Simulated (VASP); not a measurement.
# Tl (P6_3/mmc) in VASP: notebook

The runs below take Tl through single point, with PBE.

Program: VASP 6.6.1. These are calculated values, not measurements. Logs are shortened: lines on timing, memory, paths and dates and some standing lists are left out, and cuts for length are marked.

## (1) The cell of the first run

Symmetry: P6_3/mmc, No. 194, hexagonal system. Conventional cell: a = 3.590 Å, b = 3.590 Å, c = 5.642 Å, α = 90.00°, β = 90.00°, γ = 120.00°. Within 4.6 Å of Tl (site symmetry -6m2) lie 12 Tl at 3.50 to 3.59 Å.

## (2) Single point, PBE

INCAR reads:

```
PREC = Accurate ; ENCUT = 520
EDIFF = 1E-7 ; ISMEAR = 1
SIGMA = 0.2 ; LREAL = F
LASPH = T ; NELM = 60
ALGO = Normal ; ISIF = 2
LWAVE = F ; LCHARG = T
GGA = PE ; LELF = T
LVHAR = T ; NBANDS = 20
```

KPOINTS reads:

```
regular mesh
0
Gamma
  10 10 6
```

POSCAR reads:

```
Tl
1.0
    3.5902820628      0.0000000000      0.0000000000
   -1.7951410314      3.1092754731      0.0000000000
    0.0000000000      0.0000000000      5.6419406004
Tl
2
Direct
    0.3333333333      0.6666666667      0.2500000000
    0.6666666667      0.3333333333      0.7500000000
```

Potentials or basis: VASP PAW PBE potentials, release 64 (Tl_d).

Run with:

```bash
cat potpaw_PBE.64/Tl_d/POTCAR > POTCAR
mpirun -np 1 vasp_std > vasp.out
```

OUTCAR:

```text
PREC = Accurate
   ENCUT = 520
   EDIFF = 1E-7
   ISMEAR = 1
   LREAL = F
   LASPH = T
   NELM = 60
   ISIF = 2
   GGA = PE

 ion  position               nearest neighbor table
   1  0.333  0.667  0.250-   2 3.50   2 3.50   2 3.50   2 3.50   2 3.50   2 3.50
   2  0.667  0.333  0.750-   1 3.50   1 3.50   1 3.50   1 3.50   1 3.50   1 3.50

  LATTYP: Found a hexagonal cell.
 ALAT       =     3.5902820628
 C/A-ratio  =     1.5714477308

  Lattice vectors:

 A1 = (   3.5902820628,   0.0000000000,   0.0000000000)
 A2 = (  -1.7951410314,   3.1092754731,   0.0000000000)
 A3 = (   0.0000000000,   0.0000000000,   5.6419406004)

Analysis of symmetry for initial positions (statically):
=====================================================================
 Subroutine PRICEL returns:
 Original cell was already a primitive cell.

 Routine SETGRP: Setting up the symmetry group for a
 hexagonal supercell.

 Subroutine GETGRP returns: Found 24 space group operations
 (whereof 12 operations were pure point group operations)
 out of a pool of 24 trial point group operations.

The static configuration has the point symmetry D_3d.
 The point group associated with its full space group is D_6h.

Analysis of symmetry for dynamics (positions and initial velocities):
=====================================================================
 Subroutine PRICEL returns:
 Original cell was already a primitive cell.

 Routine SETGRP: Setting up the symmetry group for a
 hexagonal supercell.

 Subroutine GETGRP returns: Found 24 space group operations
 (whereof 12 operations were pure point group operations)
 out of a pool of 24 trial point group operations.

The dynamic configuration has the point symmetry D_3d.
 The point group associated with its full space group is D_6h.

 Subroutine INISYM returns: Found 24 space group operations
 (whereof 12 operations are pure point group operations),
 and found     1 'primitive' translations

----------------------------------------------------------------------------------------

                                     Primitive cell

  volume of cell :      62.9820

  direct lattice vectors                    reciprocal lattice vectors
     3.590282063  0.000000000  0.000000000     0.278529648  0.160809167  0.000000000
    -1.795141031  3.109275473  0.000000000     0.000000000  0.321618335  0.000000000
     0.000000000  0.000000000  5.641940600     0.000000000  0.000000000  0.177243979

  length of vectors
     3.590282063  3.590282063  5.641940600     0.321618335  0.321618335  0.177243979

  position of ions in fractional coordinates (direct lattice)
     0.333333333  0.666666667  0.250000000
     0.666666667  0.333333333  0.750000000

  ion indices of the primitive-cell ions
   primitive index   ion index
                 1           1
                 2           2

----------------------------------------------------------------------------------------

 KPOINTS: regular mesh

Automatic generation of k-mesh.
 Grid dimensions read from file:
 generate k-points for:   10   10    6

 Generating k-lattice:

  Cartesian coordinates                     Fractional coordinates (reciprocal lattice)
     0.027852965  0.016080917  0.000000000     0.100000000  0.000000000  0.000000000
     0.000000000  0.032161833  0.000000000     0.000000000  0.100000000  0.000000000
     0.000000000  0.000000000  0.029540663     0.000000000  0.000000000  0.166666667

  Length of vectors
     0.032161833  0.032161833  0.029540663

  Shift w.r.t. Gamma in fractional coordinates (k-lattice)
     0.000000000  0.000000000  0.000000000

 Subroutine IBZKPT returns following result:
 ===========================================

 Found     56 irreducible k-points:

 Following reciprocal coordinates:
            Coordinates               Weight
  0.000000  0.000000  0.000000      1.000000
  0.100000 -0.000000  0.000000      6.000000
  0.200000 -0.000000  0.000000      6.000000
  0.300000  0.000000  0.000000      6.000000
  0.400000  0.000000  0.000000      6.000000
  0.500000  0.000000  0.000000      3.000000
[... 16 lines left out ...]
  0.300000  0.100000  0.166667     24.000000
  0.400000  0.100000  0.166667     24.000000
 [... further k-points ...]
   k-points           NKPTS =     56   k-points in BZ     NKDIM =     56   number of bands    NBANDS=     20
   number of dos      NEDOS =    301   number of ions     NIONS =      2
   total plane-waves  NPLWV =  32928
   dimension x,y,z NGX =    28 NGY =   28 NGZ =   42
   dimension x,y,z NGXF=    56 NGYF=   56 NGZF=   84
   ions per type =               2
   NGX,Y,Z   is equivalent  to a cutoff of  12.97, 12.97, 12.38 a.u.
   NGXF,Y,Z  is equivalent  to a cutoff of  25.93, 25.93, 24.75 a.u.
 SYSTEM =  unknown system
   PREC   = accura    normal or accurate (medium, high low for compatibility)
   ISTART =      0    job   : 0-new  1-cont  2-samecut
   ICHARG =      2    charge: 1-file 2-atom 10-const
   ISPIN  =      1    spin polarized calculation?
   LNONCOLLINEAR =      F non collinear calculations
   LSORBIT =      F    spin-orbit coupling
   LASPH  =      T    aspherical Exc in radial PAW
   ENCUT  =  520.0 eV  38.22 Ry    6.18 a.u.   6.68  6.68 10.49*2*pi/ulx,y,z
   NELM   =     60;   NELMIN=  2; NELMDL= -5     # of ELM steps
   EDIFF  = 0.1E-06   stopping-criterion for ELM
   LREAL  =      F    real-space projection
   EDIFFG = 0.1E-05   stopping-criterion for IOM
   NSW    =      0    number of steps for IOM
   IBRION =     -1    ionic relax: 0-MD 1-quasi-New 2-CG
   NFREE  =      0    steps in history (QN), initial steepest desc. (CG)
   ISIF   =      2    stress and relaxation
   ISYM   =      2    0-nonsym 1-usesym 2-fastsym
   POTIM  = 0.5000    time-step for ionic-motion
   TEBEG  =    0.0;   TEEND  =   0.0 temperature during run
   PSTRESS=    0.0 pullay stress
   NELECT =      26.0000    total number of electrons
   NUPDOWN=      -1.0000    fix difference up-down
   EMIN   =  10.00;   EMAX   =-10.00  energy-range for DOS
   EFERMI =   0.00;   METHOD = LEGACY
   ISMEAR =     1;   SIGMA  =   0.20  broadening in eV -4-tet -1-fermi 0-gaus
   EFERMI_NEDOS =   21; number of points for ismear=-14 and -15
   IALGO  =     38    algorithm
   IMIX   =      4    mixing-type and parameters
     AMIX     =   0.40;   BMIX     =  1.00
     AMIX_MAG =   1.60;   BMIX_MAG =  1.00
  volume/ion in A,a.u.               =      31.49       212.51
  Fermi-wavevector in a.u.,A,eV,Ry     =   1.218972  2.303524 20.216810  1.485894
  Thomas-Fermi vector in A             =   2.354240
   LORBIT       =      0    0 simple, 1 ext, 2 COOP (PROOUT), +10 PAW based schemes
   GGA     = PE    functional components
   LHFCALC =     F    Hartree Fock is set to
   AEXX    =    0.0000 exact exchange contribution
   IVDW    =     0    specifies the selected vdW correction
   LEPSILON=     F    determine dielectric tensor
   LRPA    =     F    only Hartree local field effects (RPA)
 non-spin polarized calculation
 Methfessel and Paxton  Order N= 1 SIGMA  =   0.20
  energy-cutoff  :      520.00
  volume of cell :       62.98
 maximum number of plane-waves:      1731
 NGX is ok and might be reduce to    28
   NGX = 13   NGY = 13   NGZ = 21

 number of electron      26.0000008 magnetization

 Free energy of the ion-electron system (eV)
  ---------------------------------------------------
  ext. energy  EPLUGINS =         0.00000000
  ---------------------------------------------------
  free energy    TOTEN  =        -4.45605815 eV

  energy without entropy =       -4.45224923  energy(sigma->0) =       -4.45478851

 E-fermi :   5.6603     XC(G=0):  -9.7162

 val. band max:        5.6040093534   @ k =   0.4000   0.0000   0.3333
 cond. band min:       5.6698323047   @ k =   0.3000   0.1000   0.5000
 fundamental gap:      0.0658229513
 Fermi energy:         5.6603428788

 k-point     1 :       0.0000    0.0000    0.0000
  band No.  band energies     occupation
      1      -6.0132      2.00000
      2      -5.8490      2.00000
      3      -5.8490      2.00000
      4      -5.8460      2.00000
      5      -5.8065      2.00000
      6      -5.8065      2.00000
[... 12 lines left out ...]
     19      15.6593      0.00000
     20      15.9880      0.00000

 k-point     2 :       0.1000   -0.0000    0.0000
  band No.  band energies     occupation
      1      -5.9940      2.00000
      2      -5.8855      2.00000
      3      -5.8171      2.00000
      4      -5.8090      2.00000
      5      -5.7964      2.00000
      6      -5.7908      2.00000
[... 12 lines left out ...]
     19      15.8387      0.00000
     20      16.6201      0.00000

 k-point     3 :       0.2000   -0.0000    0.0000
  band No.  band energies     occupation
      1      -6.0040      2.00000
      2      -5.8808      2.00000
      3      -5.8419      2.00000
      4      -5.8241      2.00000
      5      -5.8069      2.00000
      6      -5.7330      2.00000
[... 12 lines left out ...]
     19      14.7680      0.00000
     20      16.6463      0.00000

 k-point     4 :       0.3000    0.0000    0.0000
  band No.  band energies     occupation
      1      -6.0606      2.00000
      2      -5.9157      2.00000
      3      -5.8901      2.00000
      4      -5.8640      2.00000
      5      -5.7601      2.00000
      6      -5.6448      2.00000
[... 12 lines left out ...]
     19      14.0266      0.00000
     20      15.7697      0.00000

 k-point     5 :       0.4000    0.0000    0.0000
  band No.  band energies     occupation
      1      -6.1088      2.00000
      2      -5.9813      2.00000
      3      -5.9182      2.00000
      4      -5.8939      2.00000
      5      -5.7120      2.00000
      6      -5.6843      2.00000
[... 12 lines left out ...]
     19      13.4302      0.00000
     20      15.2368      0.00000

 k-point     6 :       0.5000    0.0000    0.0000
  band No.  band energies     occupation
      1      -6.1271      2.00000
      2      -6.0071      2.00000
      3      -5.9305      2.00000
      4      -5.9049      2.00000
      5      -5.6975      2.00000
      6      -5.6943      2.00000
[... 12 lines left out ...]
     19      13.2127      0.00000
     20      15.0579      0.00000

 k-point     7 :       0.1000    0.1000    0.0000
  band No.  band energies     occupation
      1      -5.9713      2.00000
      2      -5.9165      2.00000
      3      -5.8244      2.00000
      4      -5.8144      2.00000
      5      -5.7955      2.00000
      6      -5.7627      2.00000
[... 12 lines left out ...]
     19      15.6228      0.00000
     20      16.5273      0.00000
[... 277 lines left out ...]
 k-point    20 :       0.5000    0.0000    0.1667
  band No.  band energies     occupation
      1      -6.1091      2.00000
      2      -6.0439      2.00000
      3      -5.9113      2.00000
      4      -5.8771      2.00000
      5      -5.7788      2.00000
      6      -5.6564      2.00000
[... 12 lines left out ...]
     19      13.3092      0.00000
     20      14.5761      0.00000

 k-point    21 :       0.1000    0.1000    0.1667
  band No.  band energies     occupation
      1      -5.9659      2.00000
      2      -5.9090      2.00000
      3      -5.8560      2.00000
      4      -5.8228      2.00000
      5      -5.8073      2.00000
      6      -5.7558      2.00000
[... 12 lines left out ...]
     19      15.5473      0.00000
     20      16.0829      0.00000

 k-point    22 :       0.2000    0.1000    0.1667
  band No.  band energies     occupation
      1      -5.9941      2.00000
      2      -5.9182      2.00000
      3      -5.8817      2.00000
      4      -5.8446      2.00000
      5      -5.7856      2.00000
      6      -5.6900      2.00000
[... 12 lines left out ...]
     19      15.1975      0.00000
     20      15.8584      0.00000

 k-point    23 :       0.3000    0.1000    0.1667
  band No.  band energies     occupation
      1      -6.0426      2.00000
      2      -5.9814      2.00000
      3      -5.8786      2.00000
      4      -5.8727      2.00000
      5      -5.7551      2.00000
      6      -5.6947      2.00000
[... 12 lines left out ...]
     19      14.7598      0.00000
     20      15.1255      0.00000

 k-point    24 :       0.4000    0.1000    0.1667
  band No.  band energies     occupation
      1      -6.0704      2.00000
      2      -6.0309      2.00000
      3      -5.8913      2.00000
      4      -5.8741      2.00000
      5      -5.7785      2.00000
      6      -5.6621      2.00000
[... 12 lines left out ...]
     19      14.5304      0.00000
     20      14.7633      0.00000

 [... further k-points ...]

------------------------ aborting loop because EDIFF is reached ----------------------------------------

  FORCE on cell =-STRESS in cart. coord.  units (eV):
  Direction    XX          YY          ZZ          XY          YZ          ZX
  --------------------------------------------------------------------------------------
  -------------------------------------------------------------------------------------
  Total       -0.1182390     -0.1182390      0.0962781      0.0000000      0.0000000      0.0000000
  in kB       -3.0078420     -3.0078420      2.4491870      0.0000000      0.0000000      0.0000000
  external PRESSURE =      -1.1888324 kB  Pullay stress =       0.0000000 kB

 VOLUME and BASIS-vectors are now :
 -----------------------------------------------------------------------------
  energy-cutoff  :      520.00
  volume of cell :       62.98
      direct lattice vectors                 reciprocal lattice vectors
     3.590282063  0.000000000  0.000000000     0.278529648  0.160809167  0.000000000
    -1.795141031  3.109275473  0.000000000     0.000000000  0.321618335  0.000000000
     0.000000000  0.000000000  5.641940600     0.000000000  0.000000000  0.177243979

 POSITION                                       TOTAL-FORCE (eV/Angst)
 -----------------------------------------------------------------------------------
     -0.00000      2.07285      1.41049         0.000000      0.000000      0.000000
      1.79514      1.03643      4.23146        -0.000000     -0.000000      0.000000
 -----------------------------------------------------------------------------------
    total drift:                               -0.000000      0.000000      0.000000

  FREE ENERGIE OF THE ION-ELECTRON SYSTEM (eV)
  ---------------------------------------------------
  free  energy   TOTEN  =        -4.4560581548 eV

  energy  without entropy=       -4.4522492266  energy(sigma->0) =       -4.45478851
```

It took 22 s on 1 thread of Intel Xeon 6975P-C (Granite Rapids), shared host; peak memory 0.2 GiB.

Results:

* Free energy: -4.4561 eV
* Pressure: -0.1 GPa
* Band gap on the k mesh: zero (band 13 reaches 8.92 eV, above the bottom of band 14 at 3.64 eV)

Levels at points of the mesh, in eV from the Fermi level:
```csv
k point,band 11,band 12,band 13,band 14,band 15,band 16
"(0.00, 0.00, 0.00)",-9.47,-5.05,-2.46,7.11,7.11,9.04
"(0.50, 0.00, 0.00)",-5.82,-4.68,-0.76,0.59,1.30,3.51
"(0.00, 0.00, 0.50)",-8.15,-8.15,3.21,3.21,8.03,8.03
"(0.50, 0.00, 0.50)",-4.87,-4.87,-2.02,-2.02,5.06,5.06
```

Caveat: spin-orbit coupling is left out, which moves the levels of the heavy elements.

## (3) Single point, PBE

INCAR reads:

```
SYSTEM = Tl
PREC = Accurate
ENCUT = 520
EDIFF = 1E-7
ISMEAR = 1
SIGMA = 0.3
LREAL = .False.
LASPH = .True.
NELM = 100
ALGO = Normal
ISIF = 2
LWAVE = .False.
LCHARG = .False.
GGA = PE
NBANDS = 20
```

KPOINTS reads:

```
regular mesh
0
Gamma
  10 10 6
  0 0 0
```

POSCAR is that of step 2.

Potentials or basis: VASP PAW PBE potentials, release 64 (Tl_d).

Run with:

```bash
cat potpaw_PBE.64/Tl_d/POTCAR > POTCAR
mpirun -np 1 vasp_std > vasp.out
```

It took 22 s on 1 thread of Intel Xeon 6975P-C (Granite Rapids), shared host; peak memory 0.2 GiB.

Results (log left out):

| Quantity | Value |
| --- | --- |
| Free energy | -4.4577 eV |
| Pressure | -0.1 GPa |
| Band gap on the k mesh | zero (band 13 reaches 8.92 eV, above the bottom of band 14 at 3.64 eV) |

Stress tensor (GPa, compression positive):
```
-0.24  0.00  0.00
 0.00 -0.24  0.00
 0.00  0.00  0.15
```

Levels at points of the mesh, in eV from the Fermi level:
| k point | band 11 | band 12 | band 13 | band 14 | band 15 | band 16 |
| --- | --- | --- | --- | --- | --- | --- |
| (0.00, 0.00, 0.00) | -9.47 | -5.05 | -2.45 | 7.12 | 7.12 | 9.04 |
| (0.50, 0.00, 0.00) | -5.81 | -4.68 | -0.76 | 0.59 | 1.30 | 3.52 |
| (0.00, 0.00, 0.50) | -8.14 | -8.14 | 3.21 | 3.21 | 8.04 | 8.04 |
| (0.50, 0.00, 0.50) | -4.87 | -4.87 | -2.01 | -2.01 | 5.07 | 5.07 |

Caveat: spin-orbit coupling is left out, which moves the levels of the heavy elements.

## (4) Single point, PBE

INCAR reads:

```
SYSTEM = Tl
PREC = Accurate
ENCUT = 520
EDIFF = 1E-6
ISMEAR = 1
SIGMA = 0.6
LREAL = .False.
LASPH = .True.
NELM = 80
ALGO = Normal
ISIF = 2
LWAVE = .False.
LCHARG = .False.
GGA = PE
NBANDS = 20
```

KPOINTS reads:

```
Automatic mesh
0
Gamma
  10 10 6
  0 0 0
```

POSCAR is that of step 3.

Run with:

```bash
cat potpaw_PBE.64/Tl_d/POTCAR > POTCAR
mpirun -np 1 vasp_std > vasp.out
```

Wall time 19 s (1 thread of Intel Xeon 6975P-C (Granite Rapids), shared host); peak memory 0.2 GiB.

The run converged. Its results:

* Free energy: -4.4569 eV
* Pressure: -0.2 GPa
* Band gap on the k mesh: zero (band 13 reaches 8.92 eV, above the bottom of band 14 at 3.64 eV)

Stress tensor (GPa, compression positive):
```
-0.20  0.00  0.00
 0.00 -0.20  0.00
 0.00  0.00 -0.09
```

Levels at points of the mesh, in eV from the Fermi level:
```tsv
k point	band 9	band 10	band 11	band 12	band 13	band 14	band 15	band 16	band 17	band 18
(0.00, 0.00, 0.00)	-11.12	-11.12	-9.44	-5.02	-2.43	7.14	7.14	9.07	9.07	9.91
(0.50, 0.00, 0.00)	-11.10	-11.08	-5.79	-4.65	-0.73	0.62	1.32	3.54	3.60	7.57
(0.00, 0.00, 0.50)	-11.21	-11.21	-8.12	-8.12	3.23	3.23	8.06	8.06	8.06	8.06
(0.50, 0.00, 0.50)	-11.11	-11.11	-4.84	-4.84	-1.99	-1.99	5.09	5.09	5.74	5.74
```

Caveat: spin-orbit coupling is left out, which moves the levels of the heavy elements.

(Part 1 of 2 ends here.)
